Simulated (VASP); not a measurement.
# N (P6_3/mmc) in VASP: a series of runs

The runs below take N through single point, relaxation of cell and atoms, with PBE+D3(BJ).

All numbers are computed with VASP 6.6.1; they aren't measurements. Logs are shortened: lines on timing, memory, paths and dates and some standing lists are left out, and cuts for length are marked.

### Step 1. The cell of the first run

It takes space group P6_3/mmc (No. 194, hexagonal). The conventional cell has a = 3.822 Å, b = 3.822 Å, c = 7.423 Å, α = 90.00°, β = 90.00°, γ = 120.00°. Within 1.5 Å of N (site symmetry 3m) lie 1 N at 1.10 Å.

### Step 2. Single point, PBE+D3(BJ)

Input file INCAR:

```
PREC     = Accurate       # precision mode
ENCUT    = 520            # plane-wave cutoff, eV
EDIFF    = 1E-6           # SCF threshold, eV
ISMEAR   = 0              # smearing method
SIGMA    = 0.02           # smearing width, eV
LREAL    = F              # projectors in reciprocal space
LASPH    = T              # aspherical terms in the spheres
NELM     = 100            # most SCF steps
ALGO     = Normal         # electronic algorithm
ISIF     = 2              # what is computed and relaxed
LWAVE    = F              # write WAVECAR
LCHARG   = T              # write CHGCAR
GGA      = PE             # functional
IVDW     = 12             # dispersion correction
LELF     = T              # ELF
LVHAR    = T            
NBANDS   = 18             # bands
```

Input file KPOINTS:

```
regular mesh
0
Gamma
  9 9 4
```

Input file POSCAR:

```
N
1.0
    3.8218892929      0.0000000000      0.0000000000
   -1.9109446464      3.3098532181      0.0000000000
    0.0000000000      0.0000000000      7.4228208320
N
4
Direct
    0.3333333333      0.6666666667      0.3242381484
    0.3333333333      0.6666666667      0.1757618516
    0.6666666667      0.3333333333      0.8242381484
    0.6666666667      0.3333333333      0.6757618516
```

Potentials or basis: VASP PAW PBE potentials, release 64 (N).

Started as:

```bash
$ cat potpaw_PBE.64/N/POTCAR > POTCAR
$ mpirun -np 1 vasp_std > vasp.out
```

OUTCAR:

```text
PREC = Accurate
   ENCUT = 520
   EDIFF = 1E-6
   ISMEAR = 0
   LREAL = F
   LASPH = T
   NELM = 100
   ISIF = 2
   GGA = PE
   IVDW = 12
 IVDW          = 12

 ion  position               nearest neighbor table
   1  0.333  0.667  0.324-   2 1.10
   2  0.333  0.667  0.176-   1 1.10
   3  0.667  0.333  0.824-   4 1.10
   4  0.667  0.333  0.676-   3 1.10

  LATTYP: Found a hexagonal cell.
 ALAT       =     3.8218892929
 C/A-ratio  =     1.9421862496

  Lattice vectors:

 A1 = (   3.8218892929,   0.0000000000,   0.0000000000)
 A2 = (  -1.9109446464,   3.3098532181,   0.0000000000)
 A3 = (   0.0000000000,   0.0000000000,   7.4228208320)

Analysis of symmetry for initial positions (statically):
=====================================================================
 Subroutine PRICEL returns:
 Original cell was already a primitive cell.

 Routine SETGRP: Setting up the symmetry group for a
 hexagonal supercell.

 Subroutine GETGRP returns: Found 24 space group operations
 (whereof 12 operations were pure point group operations)
 out of a pool of 24 trial point group operations.

The static configuration has the point symmetry D_3d.
 The point group associated with its full space group is D_6h.

Analysis of symmetry for dynamics (positions and initial velocities):
=====================================================================
 Subroutine PRICEL returns:
 Original cell was already a primitive cell.

 Routine SETGRP: Setting up the symmetry group for a
 hexagonal supercell.

 Subroutine GETGRP returns: Found 24 space group operations
 (whereof 12 operations were pure point group operations)
 out of a pool of 24 trial point group operations.

The dynamic configuration has the point symmetry D_3d.
 The point group associated with its full space group is D_6h.

 Subroutine INISYM returns: Found 24 space group operations
 (whereof 12 operations are pure point group operations),
 and found     1 'primitive' translations

----------------------------------------------------------------------------------------
[... 90 lines left out ...]
   ICHARG =      2    charge: 1-file 2-atom 10-const
   ISPIN  =      1    spin polarized calculation?
   LNONCOLLINEAR =      F non collinear calculations
   LSORBIT =      F    spin-orbit coupling
   LASPH  =      T    aspherical Exc in radial PAW
   ENCUT  =  520.0 eV  38.22 Ry    6.18 a.u.   7.11  7.11 13.80*2*pi/ulx,y,z
   NELM   =    100;   NELMIN=  2; NELMDL= -5     # of ELM steps
   EDIFF  = 0.1E-05   stopping-criterion for ELM
   LREAL  =      F    real-space projection
   EDIFFG = 0.1E-04   stopping-criterion for IOM
   NSW    =      0    number of steps for IOM
   IBRION =     -1    ionic relax: 0-MD 1-quasi-New 2-CG
   NFREE  =      0    steps in history (QN), initial steepest desc. (CG)
   ISIF   =      2    stress and relaxation
   ISYM   =      2    0-nonsym 1-usesym 2-fastsym
   POTIM  = 0.5000    time-step for ionic-motion
   TEBEG  =    0.0;   TEEND  =   0.0 temperature during run
   PSTRESS=    0.0 pullay stress
   NELECT =      20.0000    total number of electrons
   NUPDOWN=      -1.0000    fix difference up-down
   EMIN   =  10.00;   EMAX   =-10.00  energy-range for DOS
   EFERMI =   0.00;   METHOD = LEGACY
   ISMEAR =     0;   SIGMA  =   0.02  broadening in eV -4-tet -1-fermi 0-gaus
   EFERMI_NEDOS =   21; number of points for ismear=-14 and -15
   IALGO  =     38    algorithm
   IMIX   =      4    mixing-type and parameters
     AMIX     =   0.40;   BMIX     =  1.00
     AMIX_MAG =   1.60;   BMIX_MAG =  1.00
  volume/ion in A,a.u.               =      23.47       158.41
  Fermi-wavevector in a.u.,A,eV,Ry     =   0.977686  1.847559 13.005409  0.955871
  Thomas-Fermi vector in A             =   2.108403
   LORBIT       =      0    0 simple, 1 ext, 2 COOP (PROOUT), +10 PAW based schemes
   GGA     = PE    functional components
   LHFCALC =     F    Hartree Fock is set to
   AEXX    =    0.0000 exact exchange contribution
   IVDW    =    12    specifies the selected vdW correction
   LEPSILON=     F    determine dielectric tensor
   LRPA    =     F    only Hartree local field effects (RPA)
 non-spin polarized calculation
 Gauss-broadening in eV      SIGMA  =   0.02
  energy-cutoff  :      520.00
  volume of cell :       93.90
 maximum number of plane-waves:      2565
   NGX = 15   NGY = 15   NGZ = 27

 number of electron      20.0000004 magnetization

 Free energy of the ion-electron system (eV)
  ---------------------------------------------------
  ext. energy  EPLUGINS =         0.00000000
  ---------------------------------------------------
  free energy    TOTEN  =       -33.28378305 eV

  energy without entropy =      -33.28378305  energy(sigma->0) =      -33.28378305

 E-fermi :  -6.3138     XC(G=0):  -6.2944

 val. band max:       -6.4674634829   @ k =   0.1111   0.0000   0.0000
 cond. band min:       0.6198409582   @ k =   0.4444   0.1111   0.0000
 fundamental gap:      7.0873044411
 Fermi energy:        -6.3138218699

 k-point     1 :       0.0000    0.0000    0.0000
  band No.  band energies     occupation
      1     -25.0479      2.00000
      2     -25.0274      2.00000
      3     -10.5891      2.00000
      4      -9.8441      2.00000
      5      -8.0806      2.00000
      6      -8.0806      2.00000
[... 481 lines left out ...]
      5      -8.4647      2.00000
      6      -8.4045      2.00000
[... 10 lines left out ...]
     17       6.9788      0.00000
     18       7.6912      0.00000

 [... further k-points ...]

------------------------ aborting loop because EDIFF is reached ----------------------------------------

 Edisp (eV)   -0.20577

 E8    (eV) :    -0.0483

  FORCE on cell =-STRESS in cart. coord.  units (eV):
  Direction    XX          YY          ZZ          XY          YZ          ZX
  --------------------------------------------------------------------------------------
  -------------------------------------------------------------------------------------
  Total      -0.12531    -0.12531     3.69061    -0.00000     0.00000    -0.00000
  in kB      -2.13811    -2.13811    62.97283    -0.00000     0.00000    -0.00000
  external pressure =       19.57 kB  Pullay stress =        0.00 kB

 VOLUME and BASIS-vectors are now :
 -----------------------------------------------------------------------------
  energy-cutoff  :      520.00
  volume of cell :       93.90
      direct lattice vectors                 reciprocal lattice vectors
     3.821889293  0.000000000  0.000000000     0.261650698  0.151064101  0.000000000
    -1.910944646  3.309853218  0.000000000     0.000000000  0.302128201  0.000000000
     0.000000000  0.000000000  7.422820832     0.000000000  0.000000000  0.134719674

 POSITION                                       TOTAL-FORCE (eV/Angst)
 -----------------------------------------------------------------------------------
     -0.00000      2.20657      2.40676         0.000000     -0.000000      1.745716
     -0.00000      2.20657      1.30465         0.000000     -0.000000     -1.745716
      1.91094      1.10328      6.11817         0.000000      0.000000      1.745716
      1.91094      1.10328      5.01606        -0.000000      0.000000     -1.745716
 -----------------------------------------------------------------------------------
    total drift:                               -0.000000      0.000000      0.000000

  FREE ENERGIE OF THE ION-ELECTRON SYSTEM (eV)
  ---------------------------------------------------
  free  energy   TOTEN  =       -33.4895571199 eV

  energy  without entropy=      -33.4895571199  energy(sigma->0) =      -33.48955712
```

OSZICAR:

```text
N       E                     dE             d eps       ncg     rms          rms(c)
DAV:   1     0.116695435982E+03    0.11670E+03   -0.92772E+03  1296   0.932E+02
DAV:   2    -0.251888972110E+02   -0.14188E+03   -0.13695E+03  1742   0.229E+02
DAV:   3    -0.349385021050E+02   -0.97496E+01   -0.96894E+01  1442   0.665E+01
DAV:   4    -0.350217597148E+02   -0.83258E-01   -0.83217E-01  1506   0.767E+00
DAV:   5    -0.350225414584E+02   -0.78174E-03   -0.78171E-03  1450   0.653E-01    0.113E+01
DAV:   6    -0.336145553396E+02    0.14080E+01   -0.16345E+00  1392   0.856E+00    0.650E+00
DAV:   7    -0.332937889501E+02    0.32077E+00   -0.11402E+00  1572   0.714E+00    0.173E+00
DAV:   8    -0.332841083543E+02    0.96806E-02   -0.87398E-02  1332   0.217E+00    0.249E-01
DAV:   9    -0.332836917697E+02    0.41658E-03   -0.31302E-03  1346   0.401E-01    0.113E-01
DAV:  10    -0.332837730571E+02   -0.81287E-04   -0.21190E-04  1328   0.134E-01    0.385E-02
DAV:  11    -0.332837807076E+02   -0.76505E-05   -0.14612E-05  1404   0.344E-02    0.572E-03
DAV:  12    -0.332837838290E+02   -0.31214E-05   -0.40399E-06  1308   0.169E-02    0.867E-03
DAV:  13    -0.332837830517E+02    0.77722E-06   -0.37579E-07  1078   0.552E-03
   1 F= -.33489557E+02 E0= -.33489557E+02  d E =-.545508E-29
```

stdout:

```text
POSCAR found type information on POSCAR N
 POSCAR found :  1 types and       4 ions
 scaLAPACK will be used
 LDA part: xc-table for (Slater+PW92), standard interpolation
 POSCAR, INCAR and KPOINTS ok, starting setup
 FFT: planning ... GRIDC
 FFT: planning ... GRID_SOFT
 FFT: planning ... GRID
 WAVECAR not read
 entering main loop
```

It took 57 s on 1 thread of AMD EPYC 7R43 (Zen 3), shared host; peak memory 0.17 GiB.

Results:

| Quantity | Value |
| --- | --- |
| Free energy | -33.4896 eV |
| Pressure | 2.0 GPa |
| Largest force | 1.746 eV/Å |
| Band gap on the k mesh | 7.09 eV, indirect (least direct gap 7.20 eV) |
| Dispersion energy per atom | -0.051 eV |

Forces on the atoms (eV/Å):
```
N    0.000  0.000  1.746
N    0.000  0.000 -1.746
N    0.000  0.000  1.746
N    0.000  0.000 -1.746
```

Levels at points of the mesh, in eV from the valence-band top:
| k point | band 7 | band 8 | band 9 | band 10 | band 11 | band 12 | band 13 | band 14 |
| --- | --- | --- | --- | --- | --- | --- | --- | --- |
| (0.00, 0.00, 0.00) | -1.55 | -1.55 | -1.12 | 0.00 | 8.08 | 8.08 | 8.41 | 8.41 |
| (0.00, 0.00, 0.50) | -1.58 | -1.58 | -0.51 | -0.51 | 8.24 | 8.24 | 8.24 | 8.24 |

Caveat: the standard files for N, O and F lose accuracy on very short bonds; forces of over 1 eV/Å act on the atoms, so gaps and moduli don't describe the material at rest. A k mesh can miss the band edges.

### Step 3. Single point, PBE+D3(BJ)

Input file INCAR:

```
  PREC = Accurate
  ENCUT = 520
  EDIFF = 1E-7
  ISMEAR = 0
  SIGMA = 0.02
  LREAL = False
  LASPH = True
  NELM = 100
  ALGO = Normal
  ISIF = 2
  LWAVE = False
  LCHARG = False
  GGA = PE
  IVDW = 12
  NBANDS = 18
```

Input file KPOINTS:

```
Automatic mesh
0
Gamma
  6 6 4
```

POSCAR is that of step 2.

Potentials or basis: VASP PAW PBE potentials, release 64 (N).

Started as:

```bash
$ cat potpaw_PBE.64/N/POTCAR > POTCAR
$ mpirun -np 1 vasp_std > vasp.out
```

It took 35 s on 1 thread of AMD EPYC 7R43 (Zen 3), shared host; peak memory 0.16 GiB.

The run converged. Its results:

```
Free energy                : -33.4896 eV
Pressure                   : 2.0 GPa
Largest force              : 1.745 eV/Å
Band gap on the k mesh     : 7.07 eV, indirect (least direct gap 7.18 eV)
Dispersion energy per atom : -0.051 eV
```

Forces in eV/Å, atoms in the order of the input:
```
N    0.000  0.000  1.745
N    0.000  0.000 -1.745
N    0.000  0.000  1.745
N    0.000  0.000 -1.745
```

Stress tensor (GPa, compression positive):
```
-0.21  0.00  0.00
 0.00 -0.21  0.00
 0.00  0.00  6.30
```

Levels at points of the mesh, in eV from the valence-band top:
| k point | band 7 | band 8 | band 9 | band 10 | band 11 | band 12 | band 13 | band 14 |
| --- | --- | --- | --- | --- | --- | --- | --- | --- |
| (0.00, 0.00, 0.00) | -1.55 | -1.55 | -1.12 | 0.00 | 8.08 | 8.08 | 8.41 | 8.41 |
| (0.50, 0.00, 0.00) | -1.75 | -1.63 | -0.46 | -0.11 | 7.07 | 7.72 | 7.76 | 8.42 |
| (0.00, 0.00, 0.50) | -1.58 | -1.58 | -0.51 | -0.51 | 8.24 | 8.24 | 8.24 | 8.24 |
| (0.50, 0.00, 0.50) | -1.69 | -1.69 | -0.32 | -0.32 | 7.41 | 7.41 | 8.08 | 8.08 |

Caveat: the standard files for N, O and F lose accuracy on very short bonds; forces of over 1 eV/Å act on the atoms, so gaps and moduli don't describe the material at rest.

### Step 4. Single point, PBE+D3(BJ)

Input file INCAR:

```
PREC = Accurate
ENCUT = 520
EDIFF = 1E-7
ISMEAR = 0
SIGMA = 0.02
LREAL = F
LASPH = T
NELM = 100
ALGO = Normal
ISIF = 2
LWAVE = F
LCHARG = T
GGA = PE
IVDW = 12
LELF = T
LVHAR = T
NBANDS = 18
```

Input file KPOINTS:

```
Automatic mesh
0
Gamma
  9 9 4
```

POSCAR is that of step 3.

Started as:

```bash
$ cat potpaw_PBE.64/N/POTCAR > POTCAR
$ mpirun -np 1 vasp_std > vasp.out
```

It took 41 s on 1 thread of AMD EPYC 7R43 (Zen 3), shared host; peak memory 0.18 GiB.

The run converged. Its results:

- Free energy: -33.4896 eV
- Pressure: 2.0 GPa
- Largest force: 1.745 eV/Å
- Band gap on the k mesh: 7.09 eV, indirect (least direct gap 7.20 eV)
- Dispersion energy per atom: -0.051 eV

Forces in eV/Å, atoms in the order of the input:
```
N    0.000  0.000  1.745
N    0.000  0.000 -1.745
N    0.000  0.000  1.745
N    0.000  0.000 -1.745
```

Stress tensor (GPa, compression positive):
```
-0.21  0.00  0.00
 0.00 -0.21  0.00
 0.00  0.00  6.30
```

Levels at points of the mesh, in eV from the valence-band top:
| k point | band 6 | band 7 | band 8 | band 9 | band 10 | band 11 | band 12 | band 13 | band 14 | band 15 |
| --- | --- | --- | --- | --- | --- | --- | --- | --- | --- | --- |
| (0.00, 0.00, 0.00) | -1.61 | -1.55 | -1.55 | -1.12 | 0.00 | 8.08 | 8.08 | 8.41 | 8.41 | 10.48 |
| (0.00, 0.00, 0.50) | -1.58 | -1.58 | -1.58 | -0.51 | -0.51 | 8.24 | 8.24 | 8.24 | 8.24 | 10.58 |

Caveat: the standard files for N, O and F lose accuracy on very short bonds; forces of over 1 eV/Å act on the atoms, so gaps and moduli don't describe the material at rest.

(Part 1 of 2 ends here.)
